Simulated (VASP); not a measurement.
SiO2, 6 atoms in the cell. It takes space group I-42d (No. 122, tetragonal). Conventional cell: a = 5.278 Å, b = 5.278 Å, c = 7.379 Å, α = 90.00°, β = 90.00°, γ = 90.00°. Si (site symmetry -4) has 4 O at 1.68 Å within 2.2 Å. O (site symmetry 2) has 2 Si at 1.68 Å within 2.2 Å.  This cell differs from its parent crystal: strain +0.050 along x and y, +0.000 along z.

* Program: VASP 6.6.1
* Task: single point
* Functional: PBE
* Potentials or basis: VASP PAW PBE potentials, release 64 (Si, O)
* Cutoff: 520 eV
* k mesh: 6 × 6 × 6
* Occupations: gaussian, width 0.05 eV
* Spin: no spin polarisation
* Dipole correction: no
* Further INCAR settings: ALGO = Normal; EDIFF = 1e-07; NBANDS = 25

Potentials or basis: VASP PAW PBE potentials, release 64 (Si, O).

Command:

```bash
$ cat potpaw_PBE.64/Si/POTCAR potpaw_PBE.64/O/POTCAR > POTCAR
$ mpirun -np 1 vasp_std > vasp.out
```

Hardware: 1 thread of Intel Xeon 8259CL, with other jobs on the host.

Estimate the wall time of this run.

Wall time 2.4 min on 1 thread of Intel Xeon 8259CL, on a shared host, peak memory 0.25 GiB. Counts: scf iterations 15, k points 30.
